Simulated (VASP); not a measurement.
A run of VASP 6.6.1:

File POSCAR:

```
Ti2O
1.0
    2.8924060747      0.0000000000      0.0000000000
   -1.4462030374      2.5048971388      0.0000000000
    0.0000000000      0.0000000000      4.8717725079
Ti O
2 1
Direct
    0.6666666667      0.3333333333      0.2701939783
    0.3333333333      0.6666666667      0.7298060217
    0.0000000000      0.0000000000      0.0000000000
```

The input INCAR.step1:

```
PREC = Accurate
ENCUT = 520
ISMEAR = 0
SIGMA = 0.1
LREAL = F
LASPH = T
NELM = 100
NBANDS = 22
GGA = PE
ALGO = Normal
EDIFF = 1E-4
LWAVE = T
LCHARG = F
```

File INCAR.step2:

```
PREC = Accurate
ENCUT = 520
EDIFF = 1E-6
ISMEAR = 0
SIGMA = 0.1
LREAL = F
LASPH = T
NELM = 100
ALGO = Normal
ISIF = 2
LWAVE = F
LCHARG = T
METAGGA = R2SCAN
LMIXTAU = T
LELF = T
LVHAR = T
NBANDS = 22
ISTART = 1
```

The input KPOINTS:

```
regular mesh
0
Gamma
  24 24 12
```

Potentials or basis: VASP PAW PBE potentials, release 64 (Ti_sv, O).

Run with:

```bash
$ cat potpaw_PBE.64/Ti_sv/POTCAR potpaw_PBE.64/O/POTCAR > POTCAR
$ cp INCAR.step1 INCAR
$ mpirun -np 1 vasp_std > vasp.out
$ cp INCAR.step2 INCAR
$ mpirun -np 1 vasp_std > vasp.out
```

Hardware: 1 thread of AMD EPYC 9R45 96-Core Processor (Zen 5), with other jobs on the host.

Task: Estimate the wall time of this run.

Result: It took 22 min on 1 thread of AMD EPYC 9R45 96-Core Processor (Zen 5) (shared host), peak memory 0.5 GiB. Counts: k points 667.
